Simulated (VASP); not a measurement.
Write the native input for VASP 6.6.1 that does the following.

- Task: single point
- Functional: PBE
- Potentials or basis: VASP PAW PBE potentials, release 64 (As)
- Cutoff: 520 eV
- k mesh: 13 × 13 × 13
- Occupations: fermi-dirac, width 0.1 eV
- Spin: no spin polarisation
- Dipole correction: no
- Further INCAR settings: ALGO = Normal; EDIFF = 1e-06; NBANDS = 12

The structure of As lies in POSCAR:

```
As
1.0
    0.0000000000      2.7241529191      2.7241529191
    2.7241529191      0.0000000000      2.7241529191
    2.7241529191      2.7241529191      0.0000000000
As
2
Direct
   -0.1250000000     -0.1250000000     -0.1250000000
    0.1250000000      0.1250000000      0.1250000000
```

The input as run:

INCAR

```
  PREC = Accurate
  ENCUT = 520
  EDIFF = 1E-6
  ISMEAR = -1
  SIGMA = 0.1
  LREAL = F
  LASPH = T
  NELM = 80
  ALGO = Normal
  ISIF = 2
  LWAVE = F
  LCHARG = F
  GGA = PE
  NBANDS = 12
```

KPOINTS

```
regular mesh
0
Gamma
  13 13 13
```

Potentials or basis: VASP PAW PBE potentials, release 64 (As).

Run with:

```console
$ cat potpaw_PBE.64/As/POTCAR > POTCAR
$ mpirun -np 1 vasp_std > vasp.out
```

It gave:

```yaml
Pressure: 30.8 GPa
Band_gap_on_the_k_mesh: zero (band 5 reaches 7.88 eV, above the bottom of band 6 at 5.17 eV)
```

Run time: 54 s on 1 thread of Intel Xeon 8259CL, with other jobs on the host, peak memory 0.18 GiB.
